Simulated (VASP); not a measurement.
A run of VASP 6.6.1 is set up as follows.

The input INCAR:

```
PREC = Accurate
ENCUT = 1340
EDIFF = 1E-6
ISMEAR = 0
SIGMA = 0.1
LREAL = F
LASPH = T
NELM = 120
ALGO = Normal
ISIF = 2
LWAVE = F
LCHARG = F
GGA = PE
NBANDS = 50
GGA_COMPAT = F
```

The input KPOINTS:

```
regular mesh
0
Gamma
  4 4 2
```

The input POSCAR:

```
SnO
1.0
    2.7369120100     -2.7377960700      0.0000000000
    2.7369120100      2.7377960700      0.0000000000
    0.0000000000      0.0000000000     10.2219600700
Sn O
4 4
Direct
    0.7365469900      0.2634530100      0.8638579900
    0.2634530100      0.7365469900      0.1361420100
    0.7634530100      0.2365469900      0.3638579900
    0.2365469900      0.7634530100      0.6361420100
    0.2619440000      0.2380560000      0.2500000000
    0.7380560000      0.7619440000      0.7500000000
    0.2380560000      0.2619440000      0.7500000000
    0.7619440000      0.7380560000      0.2500000000
```

Potentials or basis: VASP PAW PBE potentials, release 64 (Sn_d, O_h).

Launch:

```console
$ cat potpaw_PBE.64/Sn_d/POTCAR potpaw_PBE.64/O_h/POTCAR > POTCAR
$ mpirun -np 1 vasp_std > vasp.out
```

Question: Predict the pressure.

Answer: -0.2 GPa.

Question: Estimate the largest force.

Answer: 0.052 eV/Å.

Question: What does it give for the band gap on the k mesh?

Answer: 0.54 eV.

Forces on the atoms (eV/Å):
```
Sn   0.000 -0.047 -0.022
Sn   0.000  0.047  0.022
Sn   0.000  0.047 -0.022
Sn   0.000 -0.047  0.022
O    0.000  0.000  0.000
O    0.000  0.000  0.000
O    0.000  0.000  0.000
O    0.000  0.000  0.000
```

Caveat: semilocal functionals underestimate gaps, and a narrow one can read as zero; spin-orbit coupling is left out, which moves the levels of the heavy elements. A k mesh can miss the band edges.
